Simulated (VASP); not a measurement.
Runs of VASP 6.6.1 on Rh. The structure is that of space group Fm-3m (No. 225), or close to it. The cells are those of the table. 

```csv
cell,gap on the mesh (eV),pressure (GPa)
"a = 2.711 Å, angles 60.0°, 1 atom",none,-1.0
"a = 2.737 Å, angles 60.0°, 1 atom",none,-7.7
"a = 2.657 Å, angles 60.0°, 1 atom",none,(b)
"a = 2.684 Å, angles 60.0°, 1 atom",none,(a)
"a = 2.629 Å, angles 60.0°, 1 atom",none,28.6
```

Alike in all rows: task single point; level PBE; potentials or basis VASP PAW PBE potentials, release 64 (Rh_pv); no spin polarisation; k mesh 12 × 12 × 12; cutoff (eV) 520; smearing methfessel-paxton 0.3 eV.

Problem. Fill in the values left out.

Solution. (a) 7.3; (b) 16.8.

A k mesh can miss the band edges, and the runs leave out spin-orbit coupling on Rh.

A gap of «none» marks levels without a gap at the run's occupations.
